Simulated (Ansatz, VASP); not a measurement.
# One calculation of AlN, two programs

```
Al N
1.0
     3.38455    0.00000    0.00000
    -1.69228    2.81703    0.00000
     0.00000    0.00000    4.19447
Al N
2 2
Direct
  0.33169 0.66337 0.75000
  0.66831 0.33663 0.25000
  0.32612 0.65225 0.25000
  0.67388 0.34775 0.75000
```

Alike in both runs: task single point; functional PBEsol; k mesh 9 × 9 × 6; occupations gaussian, width 0.02 eV; no spin polarisation.

|  | VASP | Ansatz |
| --- | --- | --- |
| version | VASP 6.6.1 | Ansatz 0.2.0 |
| potentials or method | VASP PAW PBE potentials, release 64 (Al, N), cutoff 520 eV | scalar-relativistic, plane waves, PAW |
| valence electrons in the cell | 16 | 16 |

VASP gave:

| Property | Result |
| --- | --- |
| gap on the k mesh at the Fermi level (eV) | 3.15 |
| least direct gap on the mesh (eV) | 3.15 |
| pressure (GPa) | -4.8 |
| traceless stress, the component that is largest in VASP (GPa) | 1.47 |
| rms of the force components (eV/Å) | 0.144 |

Problem. What did Ansatz give for the same quantities?

Solution. gap on the k mesh at the Fermi level (eV): 3.13; least direct gap on the mesh (eV): 3.13; pressure (GPa): -4.7; traceless stress, the component that is largest in VASP (GPa): 1.46; rms of the force components (eV/Å): 0.143.

VASP's potentials were made for PBE, not for PBEsol. Atom by atom the forces differ by 0.000 eV/Å (rms over components).
